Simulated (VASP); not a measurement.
Set up this calculation in VASP 6.6.1, as the native input.

```
Task                   : relaxation of cell and atoms
Functional             : PBE
Potentials or basis    : VASP PAW PBE potentials, release 64 (Cd)
Cutoff                 : 500 eV
k mesh                 : 6 × 6 × 6
Occupations            : gaussian, width 0.1 eV
Spin                   : no spin polarisation
Dipole correction      : no
Further INCAR settings : ALGO = Normal; EDIFF = 1e-07; IBRION = 2; EDIFFG = -0.01; NSW = 80; ISIF = 3
```

The structure of Cd lies in POSCAR:

```
Cd
1.0
    0.0000000000      3.0400000000      3.0400000000
    3.0400000000      0.0000000000      3.0400000000
    3.0400000000      3.0400000000      0.0000000000
Cd
2
Direct
    1.0000000000      1.0000000000      1.0000000000
    0.2500000000      0.2500000000      0.2500000000
```

This isn't the form of Cd at room conditions, which is hcp.

These files were run (other wordings do the same):

INCAR

```
SYSTEM = Cd
PREC = Accurate
ENCUT = 500
EDIFF = 1E-7
ISMEAR = 0
SIGMA = 0.1
LREAL = .FALSE.
LASPH = .TRUE.
NELM = 120
ALGO = Normal
ISIF = 3
LWAVE = .FALSE.
LCHARG = .FALSE.
GGA = PE
IBRION = 2
NSW = 80
EDIFFG = -0.01
GGA_COMPAT = .FALSE.
NELMIN = 4
```

KPOINTS

```
regular mesh
0
G
  6 6 6
  0 0 0
```

Potentials or basis: VASP PAW PBE potentials, release 64 (Cd).

Run with:

```console
$ cat potpaw_PBE.64/Cd/POTCAR > POTCAR
$ mpirun -np 1 vasp_std > vasp.out
```

Results of the run:

* Relaxed volume: 37.62 Å³/atom
* Relaxed cell: a = 4.739 Å, b = 4.739 Å, c = 4.739 Å, α = 60.00°, β = 60.00°, γ = 60.00°
* Space group after relaxing (to 0.1 Å): Fd-3m (No. 227)
* Energy gained by relaxing: 239.0 meV/atom
* Ionic steps: 4
* Pressure after relaxing: 0.0 GPa
* Band gap on the k mesh: zero (bands 12 and 13 overlap by 4.60 eV)

Caveat: the volume moved by over 15 % at a fixed basis, so the end points are rough.

Wall time 26 s on 1 thread of AMD EPYC 9R45 96-Core Processor (Zen 5) (shared host), peak memory 0.15 GiB.
